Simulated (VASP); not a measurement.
# NaCl (Fm-3m) in VASP: a series of runs

NaCl is run at these levels: PBEsol; tasks: relaxation of cell and atoms, single point.

Program: VASP 6.6.1. These are calculated values, not measurements. Logs are shortened: lines on timing, memory, paths and dates and some standing lists are left out, and cuts for length are marked.

## (1) The cell of the first run

The structure is cubic, space group Fm-3m (No. 225). Conventional cell: a = 5.588 Å, b = 5.588 Å, c = 5.588 Å, α = 90.00°, β = 90.00°, γ = 90.00°. Cl (site symmetry m-3m) has 6 Na at 2.79 Å within 3.7 Å. Na (site symmetry m-3m) has 6 Cl at 2.79 Å within 3.7 Å.

## (2) Relaxation of cell and atoms, PBEsol

Contents of INCAR:

```
PREC = Accurate
ENCUT = 600
EDIFF = 1E-6
ISMEAR = -1
SIGMA = 0.05
LREAL = F
LASPH = T
NELM = 100
ALGO = Normal
ISIF = 3
LWAVE = F
LCHARG = F
GGA = PS
IBRION = 2
NSW = 80
EDIFFG = -0.02
```

Contents of KPOINTS:

```
Automatic mesh
0
Gamma
  8 8 8
```

Contents of POSCAR:

```
NaCl
1.0
    0.0000000000      2.7940632177      2.7940632177
    2.7940632177      0.0000000000      2.7940632177
    2.7940632177      2.7940632177      0.0000000000
Cl Na
1 1
Direct
    0.5000000000      0.5000000000      0.5000000000
    0.0000000000      0.0000000000      0.0000000000
```

Potentials or basis: VASP PAW PBE potentials, release 64 (Cl, Na_pv).

Command:

```
cat potpaw_PBE.64/Cl/POTCAR potpaw_PBE.64/Na_pv/POTCAR > POTCAR
mpirun -np 1 vasp_std > vasp.out
```

OUTCAR:

```text
PREC = Accurate
   ENCUT = 600
   EDIFF = 1E-6
   ISMEAR = -1
   LREAL = F
   LASPH = T
   NELM = 100
   ISIF = 3
   GGA = PS
   IBRION = 2
   NSW = 80
   EDIFFG = -0.02

 ion  position               nearest neighbor table
   1  0.500  0.500  0.500-
   2  0.000  0.000  0.000-

  LATTYP: Found a face centered cubic cell.
 ALAT       =     5.5881264354

  Lattice vectors:

 A1 = (   0.0000000000,   2.7940632177,   2.7940632177)
 A2 = (   2.7940632177,   0.0000000000,   2.7940632177)
 A3 = (   2.7940632177,   2.7940632177,   0.0000000000)

Analysis of symmetry for initial positions (statically):
=====================================================================
 Subroutine PRICEL returns:
 Original cell was already a primitive cell.

 Routine SETGRP: Setting up the symmetry group for a
 face centered cubic supercell.

 Subroutine GETGRP returns: Found 48 space group operations
 (whereof 48 operations were pure point group operations)
 out of a pool of 48 trial point group operations.

The static configuration has the point symmetry O_h .

Analysis of symmetry for dynamics (positions and initial velocities):
=====================================================================
 Subroutine PRICEL returns:
 Original cell was already a primitive cell.

 Routine SETGRP: Setting up the symmetry group for a
 face centered cubic supercell.

 Subroutine GETGRP returns: Found 48 space group operations
 (whereof 48 operations were pure point group operations)
 out of a pool of 48 trial point group operations.

The dynamic configuration has the point symmetry O_h .

 Subroutine INISYM returns: Found 48 space group operations
 (whereof 48 operations are pure point group operations),
 and found     1 'primitive' translations

----------------------------------------------------------------------------------------

                                     Primitive cell

  volume of cell :      43.6253

  direct lattice vectors                    reciprocal lattice vectors
     0.000000000  2.794063218  2.794063218    -0.178950854  0.178950854  0.178950854
     2.794063218  0.000000000  2.794063218     0.178950854 -0.178950854  0.178950854
     2.794063218  2.794063218  0.000000000     0.178950854  0.178950854 -0.178950854

  length of vectors
     3.951402097  3.951402097  3.951402097     0.309951972  0.309951972  0.309951972

  position of ions in fractional coordinates (direct lattice)
     0.500000000  0.500000000  0.500000000
     0.000000000  0.000000000  0.000000000

  ion indices of the primitive-cell ions
   primitive index   ion index
                 1           1
                 2           2

----------------------------------------------------------------------------------------

 KPOINTS: Automatic mesh

Automatic generation of k-mesh.
 Grid dimensions read from file:
 generate k-points for:    8    8    8

 Generating k-lattice:

  Cartesian coordinates                     Fractional coordinates (reciprocal lattice)
    -0.022368857  0.022368857  0.022368857     0.125000000  0.000000000  0.000000000
     0.022368857 -0.022368857  0.022368857     0.000000000  0.125000000  0.000000000
     0.022368857  0.022368857 -0.022368857     0.000000000  0.000000000  0.125000000

  Length of vectors
     0.038743996  0.038743996  0.038743996

  Shift w.r.t. Gamma in fractional coordinates (k-lattice)
     0.000000000  0.000000000  0.000000000

 Subroutine IBZKPT returns following result:
 ===========================================

 Found     29 irreducible k-points:
[... 52 lines left out ...]
   ISIF   =      3    stress and relaxation
   ISYM   =      2    0-nonsym 1-usesym 2-fastsym
   POTIM  = 0.5000    time-step for ionic-motion
   TEBEG  =    0.0;   TEEND  =   0.0 temperature during run
   PSTRESS=    0.0 pullay stress
   NELECT =      14.0000    total number of electrons
   NUPDOWN=      -1.0000    fix difference up-down
   EMIN   =  10.00;   EMAX   =-10.00  energy-range for DOS
   EFERMI =   0.00;   METHOD = LEGACY
   ISMEAR =    -1;   SIGMA  =   0.05  broadening in eV -4-tet -1-fermi 0-gaus
   EFERMI_NEDOS =   21; number of points for ismear=-14 and -15
   IALGO  =     38    algorithm
   IMIX   =      4    mixing-type and parameters
     AMIX     =   0.40;   BMIX     =  1.00
     AMIX_MAG =   1.60;   BMIX_MAG =  1.00
  volume/ion in A,a.u.               =      21.81       147.20
  Fermi-wavevector in a.u.,A,eV,Ry     =   1.120825  2.118053 17.092312  1.256249
  Thomas-Fermi vector in A             =   2.257475
   LORBIT       =      0    0 simple, 1 ext, 2 COOP (PROOUT), +10 PAW based schemes
   GGA     = PS    functional components
   LHFCALC =     F    Hartree Fock is set to
   AEXX    =    0.0000 exact exchange contribution
   IVDW    =     0    specifies the selected vdW correction
   LEPSILON=     F    determine dielectric tensor
   LRPA    =     F    only Hartree local field effects (RPA)
 conjugate gradient relaxation of ions
 non-spin polarized calculation
  energy-cutoff  :      600.00
  volume of cell :       43.63
 maximum number of plane-waves:      1475
   NGX = 15   NGY = 15   NGZ = 15

--------------------------------------- Ionic step        1  -------------------------------------------

 number of electron      14.0000010 magnetization

 Free energy of the ion-electron system (eV)
  ---------------------------------------------------
  ext. energy  EPLUGINS =         0.00000000
  ---------------------------------------------------
  free energy    TOTEN  =        -6.99830059 eV

  energy without entropy =       -6.99830059  energy(sigma->0) =       -6.99830059

------------------------ aborting loop because EDIFF is reached ----------------------------------------

  FORCE on cell =-STRESS in cart. coord.  units (eV):
  Direction    XX          YY          ZZ          XY          YZ          ZX
  --------------------------------------------------------------------------------------
  -------------------------------------------------------------------------------------
  Total        0.0678308      0.0678308      0.0678308      0.0000000      0.0000000      0.0000000
  in kB        2.4911449      2.4911449      2.4911449      0.0000000      0.0000000      0.0000000
  external PRESSURE =       2.4911449 kB  Pullay stress =       0.0000000 kB

 VOLUME and BASIS-vectors are now :
 -----------------------------------------------------------------------------
  energy-cutoff  :      600.00
  volume of cell :       43.63
      direct lattice vectors                 reciprocal lattice vectors
     0.000000000  2.794063218  2.794063218    -0.178950854  0.178950854  0.178950854
     2.794063218  0.000000000  2.794063218     0.178950854 -0.178950854  0.178950854
     2.794063218  2.794063218  0.000000000     0.178950854  0.178950854 -0.178950854

 POSITION                                       TOTAL-FORCE (eV/Angst)
 -----------------------------------------------------------------------------------
      2.79406      2.79406      2.79406        -0.000000      0.000000      0.000000
      0.00000      0.00000      0.00000         0.000000     -0.000000     -0.000000
 -----------------------------------------------------------------------------------
    total drift:                                0.000000     -0.000000     -0.000000

  FREE ENERGIE OF THE ION-ELECTRON SYSTEM (eV)
  ---------------------------------------------------
  free  energy   TOTEN  =        -6.9983005897 eV

  energy  without entropy=       -6.9983005896  energy(sigma->0) =       -6.99830059

--------------------------------------- Ionic step        2  -------------------------------------------

 number of electron      14.0000010 magnetization

 Free energy of the ion-electron system (eV)
  ---------------------------------------------------
  ext. energy  EPLUGINS =         0.00000000
  ---------------------------------------------------
  free energy    TOTEN  =        -6.99853692 eV

  energy without entropy =       -6.99853692  energy(sigma->0) =       -6.99853692

 E-fermi :   0.4675     XC(G=0):  -8.4343

 val. band max:       -0.6517225030   @ k =   0.0000   0.0000   0.0000
 cond. band min:       4.3647108999   @ k =   0.0000   0.0000   0.0000
 fundamental gap:      5.0164334029
 Fermi energy:         0.4674574044

 k-point     1 :       0.0000    0.0000    0.0000
  band No.  band energies     occupation
      1     -21.2609      2.00000
      2     -21.2609      2.00000
      3     -21.2609      2.00000
      4     -13.3489      2.00000
      5      -0.6517      2.00000
      6      -0.6517      2.00000
      7      -0.6517      2.00000
      8       4.3647      0.00000
      9      10.3674      0.00000
     10      10.3674      0.00000
     11      10.3674      0.00000
[... 309 lines left out ...]
 k-point    24 :      -0.3750    0.2500    0.1250
  band No.  band energies     occupation
      1     -21.2882      2.00000
      2     -21.2702      2.00000
      3     -21.2658      2.00000
      4     -12.9442      2.00000
      5      -2.4063      2.00000
      6      -1.4672      2.00000
      7      -1.0907      2.00000
      8       7.5517      0.00000
      9       8.8996      0.00000
     10       9.5373      0.00000
     11      11.0549      0.00000

 [... further k-points ...]

------------------------ aborting loop because EDIFF is reached ----------------------------------------

  FORCE on cell =-STRESS in cart. coord.  units (eV):
  Direction    XX          YY          ZZ          XY          YZ          ZX
  --------------------------------------------------------------------------------------
  -------------------------------------------------------------------------------------
  Total        0.0188629      0.0188629      0.0188629      0.0000000      0.0000000      0.0000000
  in kB        0.6893652      0.6893652      0.6893652      0.0000000      0.0000000      0.0000000
  external PRESSURE =       0.6893652 kB  Pullay stress =       0.0000000 kB

 VOLUME and BASIS-vectors are now :
 -----------------------------------------------------------------------------
  energy-cutoff  :      600.00
  volume of cell :       43.84
      direct lattice vectors                 reciprocal lattice vectors
     0.000000000  2.798634779  2.798634779    -0.178658539  0.178658539  0.178658539
     2.798634779  0.000000000  2.798634779     0.178658539 -0.178658539  0.178658539
     2.798634779  2.798634779 -0.000000000     0.178658539  0.178658539 -0.178658539

 POSITION                                       TOTAL-FORCE (eV/Angst)
 -----------------------------------------------------------------------------------
      2.79863      2.79863      2.79863         0.000000     -0.000000     -0.000000
      0.00000      2.79863      2.79863        -0.000000      0.000000      0.000000
 -----------------------------------------------------------------------------------
    total drift:                               -0.000000     -0.000000      0.000000

  FREE ENERGIE OF THE ION-ELECTRON SYSTEM (eV)
  ---------------------------------------------------
  free  energy   TOTEN  =        -6.9985369171 eV

  energy  without entropy=       -6.9985369171  energy(sigma->0) =       -6.99853692

 reached required accuracy - stopping structural energy minimisation
```

It took 14 s on 1 thread of Intel Xeon Platinum 8259CL at 2.50GHz (Skylake/Cascade Lake), shared host; peak memory 0.18 GiB.

What came out:

* Free energy: -6.9985 eV
* Relaxed volume: 21.92 Å³/atom
* Relaxed cell: a = 3.958 Å, b = 3.958 Å, c = 3.958 Å, α = 60.00°, β = 60.00°, γ = 60.00°
* Space group after relaxing (to 0.05 Å): Fm-3m (No. 225)
* Energy gained by relaxing: 0.1 meV/atom
* Ionic steps: 2
* Pressure after relaxing: 0.1 GPa
* Band gap on the k mesh: 5.02 eV, direct

The path:
| step | energy change (eV) | largest force (eV/Å) | pressure (GPa) | volume (Å³) |
| --- | --- | --- | --- | --- |
| 1 | 0.0000 | 0.0000 | 0.25 | 43.63 |
| 2 | -0.0002 | 0.0000 | 0.07 | 43.84 |

Final structure:
```yaml
crystal:
  lattice:
    - [0.00000, 2.79863, 2.79863]
    - [2.79863, 0.00000, 2.79863]
    - [2.79863, 2.79863, 0.00000]
  atoms:
    - { symbol: Cl, position: [0.50000, 0.50000, 0.50000] }
    - { symbol: Na, position: [0.00000, 0.00000, 0.00000] }
```

Caveat: the PAW data sets were made with another functional, which shifts forces and pressure a little. As with any semilocal functional, this PBEsol gap is likely too small.

## (3) Single point, PBEsol

This run uses another cell than the first one, of 20.50 Å³/atom, 0.940 times its volume.

Contents of INCAR:

```
  PREC = Accurate
  ENCUT = 520
  EDIFF = 1E-7
  ISMEAR = -1
  SIGMA = 0.05
  LREAL = False
  LASPH = True
  NELM = 80
  ALGO = Normal
  ISIF = 2
  LWAVE = False
  LCHARG = False
  GGA = PS
  NBANDS = 14
```

Contents of KPOINTS:

```
regular mesh
0
Gamma
  8 8 8
```

Contents of POSCAR:

```
NaCl
1.0
    0.0000000000      2.7370255149      2.7370255149
    2.7370255149      0.0000000000      2.7370255149
    2.7370255149      2.7370255149      0.0000000000
Cl Na
1 1
Direct
    0.5000000000      0.5000000000      0.5000000000
    0.0000000000      0.0000000000      0.0000000000
```

Potentials or basis: VASP PAW PBE potentials, release 64 (Cl, Na_pv).

Command:

```
cat potpaw_PBE.64/Cl/POTCAR potpaw_PBE.64/Na_pv/POTCAR > POTCAR
mpirun -np 1 vasp_std > vasp.out
```

Wall time 18 s (1 thread of AMD EPYC 7R43 (Zen 3), shared host); peak memory 0.13 GiB.

It converged, with:

```
Free energy            : -6.9787 eV
Pressure               : 2.2 GPa
Band gap on the k mesh : 5.28 eV, direct
```

Levels at points of the mesh, in eV from the valence-band top:
```
           k point  band 3  band 4  band 5  band 6  band 7  band 8  band 9  band 10  band 11  band 12
(0.00, 0.00, 0.00)  -20.50  -12.87    0.00    0.00    0.00    5.28   11.07    11.07    11.07    13.42
(0.50, 0.00, 0.00)  -20.50  -12.42   -2.27   -0.32   -0.32    7.22   11.07    11.07    11.23    15.42
(0.50, 0.50, 0.00)  -20.51  -12.36   -1.96   -0.70   -0.70    7.68    7.79    11.77    15.43    15.43
```

Caveat: the PAW data sets were made with another functional, which shifts forces and pressure a little. Expect the measured gap to be larger: semilocal functionals such as PBEsol lack the derivative discontinuity.

## (4) Single point, PBEsol

This run uses another cell than the first one, of 20.94 Å³/atom, 0.960 times its volume.

Contents of INCAR:

```
SYSTEM = NaCl
PREC = Accurate
ENCUT = 520
EDIFF = 1E-6
ISMEAR = -1
SIGMA = 0.05
LREAL = .FALSE.
LASPH = .TRUE.
NELM = 100
ALGO = Normal
ISIF = 2
LWAVE = .FALSE.
LCHARG = .FALSE.
GGA = PS
NBANDS = 14
```

Contents of KPOINTS:

```
Automatic mesh
0
G
  8 8 8
  0 0 0
```

Contents of POSCAR:

```
NaCl
1.0
    0.0000000000      2.7563009776      2.7563009776
    2.7563009776      0.0000000000      2.7563009776
    2.7563009776      2.7563009776      0.0000000000
Cl Na
1 1
Direct
    0.5000000000      0.5000000000      0.5000000000
    0.0000000000      0.0000000000      0.0000000000
```

Command:

```
cat potpaw_PBE.64/Cl/POTCAR potpaw_PBE.64/Na_pv/POTCAR > POTCAR
mpirun -np 1 vasp_std > vasp.out
```

Wall time 16 s (1 thread of AMD EPYC 7R43 (Zen 3), shared host); peak memory 0.13 GiB.

It converged, with:

- Free energy: -6.9887 eV
- Pressure: 1.4 GPa
- Band gap on the k mesh: 5.19 eV, direct

Levels at points of the mesh, in eV from the valence-band top:
| k point | band 5 | band 6 | band 7 | band 8 | band 9 | band 10 |
| --- | --- | --- | --- | --- | --- | --- |
| (0.00, 0.00, 0.00) | 0.00 | 0.00 | 0.00 | 5.19 | 11.06 | 11.06 |
| (0.50, 0.00, 0.00) | -2.19 | -0.31 | -0.31 | 7.19 | 11.02 | 11.02 |
| (0.50, 0.50, 0.00) | -1.90 | -0.68 | -0.68 | 7.62 | 7.82 | 11.62 |

Caveat: the PAW data sets were made with another functional, which shifts forces and pressure a little. A hybrid or GW would open this gap; PBEsol tends to underestimate it.

## (5) The runs side by side

```csv
task,cell,cutoff (eV),gap on the mesh (eV),pressure (GPa)
relaxation of cell and atoms,"relaxed from a = 3.951 Å, angles 60.0°, 2 atoms",600,5.02,0.1
single point,"a = 3.871 Å, angles 60.0°, 2 atoms",520,5.28,2.2
single point,"a = 3.898 Å, angles 60.0°, 2 atoms",520,5.19,1.4
```

Alike in all rows: level PBEsol; potentials or basis VASP PAW PBE potentials, release 64 (Cl, Na_pv); no spin polarisation; k mesh 8 × 8 × 8; smearing fermi-dirac 0.05 eV.

Caveats: the PAW data sets were made with another functional, which shifts forces and pressure a little.

Absolute energies hang on the potentials; compare differences alone.
